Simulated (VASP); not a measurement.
# SnO (P4/nmm) in VASP: notebook, part 2 of 2

VASP 6.6.1. Earlier steps stand in the parts before.

### Step 5. Single point, PBEsol

This run uses another cell than the first one, of 13.45 Å³/atom.

File INCAR:

```
SYSTEM = SnO
PREC = Accurate
ENCUT = 520
EDIFF = 1E-6
ISMEAR = -1
SIGMA = 0.05
LREAL = .False.
LASPH = .True.
NELM = 80
ALGO = Normal
ISIF = 2
LWAVE = .False.
LCHARG = .False.
GGA = PS
NBANDS = 28
```

File KPOINTS:

```
regular mesh
0
Gamma
  7 7 6
  0 0 0
```

File POSCAR:

```
SnO
1.0
    3.6118618977      0.0000000000      0.0000000000
    0.0000000000      3.6118618977      0.0000000000
    0.0000000000      0.0000000000      4.1244088180
Sn O
2 2
Direct
    0.5000000000      0.0000000000      0.7172320058
    0.0000000000      0.5000000000      0.2827679942
    0.0000000000      0.0000000000      0.0000000000
    0.5000000000      0.5000000000      0.0000000000
```

On the command line:

```bash
> cat potpaw_PBE.64/Sn_d/POTCAR potpaw_PBE.64/O/POTCAR > POTCAR
> mpirun -np 1 vasp_std > vasp.out
```

Run time: 87 s. Hardware: 1 thread of Intel Xeon 8259CL, shared host; peak memory 0.19 GiB.

The run converged. Its results:

- Free energy: -23.5217 eV
- Pressure: 20.5 GPa
- Largest force: 0.100 eV/Å
- Band gap on the k mesh: zero (bands 20 and 21 overlap by 1.38 eV)

Forces in eV/Å, atoms in the order of the input:
```
Sn   0.000  0.000 -0.100
Sn   0.000  0.000  0.100
O    0.000  0.000  0.000
O    0.000  0.000  0.000
```

Stress tensor (GPa, compression positive):
```
20.44  0.00  0.00
 0.00 20.44  0.00
 0.00  0.00 20.53
```

Levels at points of the mesh, in eV from the Fermi level:
| k point | band 18 | band 19 | band 20 | band 21 | band 22 | band 23 |
| --- | --- | --- | --- | --- | --- | --- |
| (0.00, 0.00, 0.00) | -3.58 | -3.58 | 0.26 | 3.57 | 3.90 | 3.90 |
| (0.00, 0.00, 0.50) | -3.59 | -2.58 | -1.10 | 1.54 | 1.54 | 1.98 |

Caveat: the cell stands under pressure; the PAW data sets were made with another functional, which shifts forces and pressure a little; spin-orbit coupling is left out, which moves the levels of the heavy elements.

### Step 6. Single point, PBEsol

This run uses another cell than the first one, of 14.59 Å³/atom.

File INCAR:

```
ALGO     = Normal         # electronic algorithm
EDIFF    = 1E-6           # SCF threshold, eV
ENCUT    = 520            # plane-wave cutoff, eV
GGA      = PS             # functional
ISIF     = 2              # what is computed and relaxed
ISMEAR   = -1             # smearing method
LASPH    = True           # aspherical terms in the spheres
LCHARG   = False          # write CHGCAR
LREAL    = False          # projectors in reciprocal space
LWAVE    = False          # write WAVECAR
NBANDS   = 28             # bands
NELM     = 100            # most SCF steps
PREC     = Accurate       # precision mode
SIGMA    = 0.05           # smearing width, eV
```

File KPOINTS:

```
k-points
0
Gamma
  7 7 6
```

File POSCAR:

```
SnO
1.0
    3.6846414792      0.0000000000      0.0000000000
    0.0000000000      3.6846414792      0.0000000000
    0.0000000000      0.0000000000      4.2989074812
Sn O
2 2
Direct
    0.5000000000      0.0000000000      0.7292106396
    0.0000000000      0.5000000000      0.2707893604
    0.0000000000      0.0000000000      0.0000000000
    0.5000000000      0.5000000000      0.0000000000
```

Potentials or basis: VASP PAW PBE potentials, release 64 (Sn_d, O).

On the command line:

```bash
> cat potpaw_PBE.64/Sn_d/POTCAR potpaw_PBE.64/O/POTCAR > POTCAR
> mpirun -np 1 vasp_std > vasp.out
```

OUTCAR:

```text
EDIFF = 1E-6
   ENCUT = 520
   GGA = PS
   ISIF = 2
   ISMEAR = -1
   LASPH = True
   LREAL = False
   NELM = 100
   PREC = Accurate

 ion  position               nearest neighbor table
   1  0.500  0.000  0.729-   3 2.18   4 2.18   4 2.18   3 2.18   2 3.27   2 3.27   2 3.27   2 3.27
                             2 3.49   2 3.49   2 3.49   2 3.49
   2  0.000  0.500  0.271-   3 2.18   4 2.18   3 2.18   4 2.18   1 3.27   1 3.27   1 3.27   1 3.27
                             1 3.49   1 3.49   1 3.49   1 3.49
   3  0.000  0.000  0.000-   1 2.18   2 2.18   2 2.18   1 2.18
   4  0.500  0.500  0.000-   1 2.18   2 2.18   1 2.18   2 2.18

  LATTYP: Found a simple tetragonal cell.
 ALAT       =     3.6846414792
 C/A-ratio  =     1.1667098429

  Lattice vectors:

 A1 = (   3.6846414792,   0.0000000000,   0.0000000000)
 A2 = (   0.0000000000,   3.6846414792,   0.0000000000)
 A3 = (   0.0000000000,   0.0000000000,   4.2989074812)

Analysis of symmetry for initial positions (statically):
=====================================================================
 Subroutine PRICEL returns:
[... 176 lines left out ...]

 E-fermi :   9.4024     XC(G=0): -11.5395

 val. band max:        9.3887947047   @ k =   0.1429   0.0000   0.1667
 cond. band min:       9.4102822414   @ k =   0.1429   0.1429   0.0000
 fundamental gap:      0.0214875367
 Fermi energy:         9.4024425292

 k-point     1 :       0.0000    0.0000    0.0000
  band No.  band energies     occupation
      1     -12.9289      2.00000
      2     -12.3911      2.00000
      3     -12.3911      2.00000
      4     -12.3288      2.00000
      5     -12.3240      2.00000
      6     -12.3087      2.00000
[... 733 lines left out ...]
     27      18.7928      0.00000
     28      19.3400      0.00000

 [... further k-points ...]

------------------------ aborting loop because EDIFF is reached ----------------------------------------

  FORCE on cell =-STRESS in cart. coord.  units (eV):
  Direction    XX          YY          ZZ          XY          YZ          ZX
  --------------------------------------------------------------------------------------
  -------------------------------------------------------------------------------------
  Total        3.7700239      3.7700239      3.7943014      0.0000000      0.0000000      0.0000000
  in kB      103.4918407    103.4918407    104.1582879      0.0000000      0.0000000      0.0000000
  external PRESSURE =     103.7139898 kB  Pullay stress =       0.0000000 kB

 VOLUME and BASIS-vectors are now :
 -----------------------------------------------------------------------------
  energy-cutoff  :      520.00
  volume of cell :       58.36
      direct lattice vectors                 reciprocal lattice vectors
     3.684641479  0.000000000  0.000000000     0.271396825  0.000000000  0.000000000
     0.000000000  3.684641479  0.000000000     0.000000000  0.271396825  0.000000000
     0.000000000  0.000000000  4.298907481     0.000000000  0.000000000  0.232617242

 POSITION                                       TOTAL-FORCE (eV/Angst)
 -----------------------------------------------------------------------------------
      1.84232      0.00000      3.13481        -0.000000      0.000000     -0.096432
      0.00000      1.84232      1.16410         0.000000      0.000000      0.096432
      0.00000      0.00000      0.00000        -0.000000      0.000000      0.000000
      1.84232      1.84232      0.00000         0.000000     -0.000000      0.000000
 -----------------------------------------------------------------------------------
    total drift:                                0.000000      0.000000      0.000000

  FREE ENERGIE OF THE ION-ELECTRON SYSTEM (eV)
  ---------------------------------------------------
  free  energy   TOTEN  =       -23.9463629006 eV

  energy  without entropy=      -23.9411141592  energy(sigma->0) =      -23.94373853
```

OSZICAR:

```text
N       E                     dE             d eps       ncg     rms          rms(c)
DAV:   1     0.412150945163E+03    0.41215E+03   -0.19896E+04  2352   0.233E+03
DAV:   2     0.322474316644E+02   -0.37990E+03   -0.36523E+03  2304   0.561E+02
DAV:   3    -0.245624786940E+02   -0.56810E+02   -0.55918E+02  2548   0.179E+02
DAV:   4    -0.269387810257E+02   -0.23763E+01   -0.23637E+01  2616   0.388E+01
DAV:   5    -0.269929296808E+02   -0.54149E-01   -0.54125E-01  2492   0.627E+00    0.108E+01
DAV:   6    -0.239728071850E+02    0.30201E+01   -0.12161E+01  3656   0.424E+01    0.470E+00
DAV:   7    -0.239790666232E+02   -0.62594E-02   -0.14819E+00  2496   0.756E+00    0.239E+00
DAV:   8    -0.239560701308E+02    0.22996E-01   -0.23751E-01  2984   0.335E+00    0.737E-01
DAV:   9    -0.239458866929E+02    0.10183E-01   -0.37263E-02  3604   0.243E+00    0.193E-01
DAV:  10    -0.239464591717E+02   -0.57248E-03   -0.46829E-03  3096   0.707E-01    0.828E-02
DAV:  11    -0.239463565331E+02    0.10264E-03   -0.67568E-04  3500   0.282E-01    0.171E-02
DAV:  12    -0.239463673929E+02   -0.10860E-04   -0.10472E-04  2348   0.605E-02    0.202E-02
DAV:  13    -0.239463628712E+02    0.45217E-05   -0.12837E-05  2600   0.273E-02    0.152E-03
DAV:  14    -0.239463629006E+02   -0.29365E-07   -0.88293E-07  1228   0.101E-02
   1 F= -.23946363E+02 E0= -.23943739E+02  d E =-.524874E-02
```

stdout:

```text
POSCAR found type information on POSCAR SnO
 POSCAR found :  2 types and       4 ions
 scaLAPACK will be used
 -----------------------------------------------------------------------------
|                                                                             |
|                                                                             |
|     You enforced a specific xc type in the INCAR file but a different       |
|     I HOPE YOU KNOW WHAT YOU ARE DOING!                                     |
|                                                                             |
 -----------------------------------------------------------------------------

 LDA part: xc-table for (Slater+PW92), standard interpolation
 POSCAR, INCAR and KPOINTS ok, starting setup
 FFT: planning ... GRIDC
 FFT: planning ... GRID_SOFT
 FFT: planning ... GRID
 WAVECAR not read
 entering main loop
```

Wall time 80 s (1 thread of Intel Xeon 8259CL, shared host); peak memory 0.19 GiB.

What came out:

| Quantity | Value |
| --- | --- |
| Free energy | -23.9464 eV |
| Pressure | 10.4 GPa |
| Largest force | 0.096 eV/Å |
| Band gap on the k mesh | zero (bands 20 and 21 overlap by 0.85 eV) |

Forces in eV/Å, atoms in the order of the input:
```
Sn   0.000  0.000 -0.096
Sn   0.000  0.000  0.096
O    0.000  0.000  0.000
O    0.000  0.000  0.000
```

Levels at points of the mesh, in eV from the Fermi level:
| k point | band 16 | band 17 | band 18 | band 19 | band 20 | band 21 | band 22 | band 23 | band 24 | band 25 |
| --- | --- | --- | --- | --- | --- | --- | --- | --- | --- | --- |
| (0.00, 0.00, 0.00) | -6.98 | -3.88 | -3.42 | -3.42 | 0.16 | 3.04 | 4.06 | 4.06 | 6.11 | 6.46 |
| (0.00, 0.00, 0.50) | -4.04 | -3.44 | -3.44 | -2.45 | -1.80 | 1.86 | 1.93 | 1.93 | 3.25 | 7.77 |

Caveat: the cell stands under pressure; the PAW data sets were made with another functional, which shifts forces and pressure a little; spin-orbit coupling is left out, which moves the levels of the heavy elements.

### Step 7. Summary

| level | cell | gap on the mesh (eV) | pressure (GPa) | largest force (eV/Å) |
| --- | --- | --- | --- | --- |
| PBE | a = 3.868, b = 3.868, c = 5.067 Å, 4 atoms, atomic positions A | 0.72 | 0.2 | 0.08 |
| r2SCAN+D3(BJ) | a = 3.736, b = 3.736, c = 4.787 Å, 4 atoms, atomic positions B | 0.24 | 5.9 | 0.98 |
| PBEsol | a = 3.557, b = 3.557, c = 4.016 Å, 4 atoms, atomic positions C | none | 30.5 | 0.11 |
| PBEsol | a = 3.612, b = 3.612, c = 4.124 Å, 4 atoms, atomic positions D | none | 20.5 | 0.10 |
| PBEsol | a = 3.685, b = 3.685, c = 4.299 Å, 4 atoms, atomic positions E | none | 10.4 | 0.10 |

Alike in all rows: task single point; potentials or basis VASP PAW PBE potentials, release 64 (Sn_d, O); no spin polarisation; k mesh 7 × 7 × 6; cutoff (eV) 520; smearing fermi-dirac 0.05 eV.

Caveats: spin-orbit coupling is left out, which moves the levels of the heavy elements; the cell stands under pressure (at least some runs); the PAW data sets were made with another functional, which shifts forces and pressure a little (at least some runs); an odd mesh through Γ misses points on the zone boundary, where band edges can lie (at least some runs).

Total energies depend on the potentials used, so only differences within one code and one set of settings carry meaning.
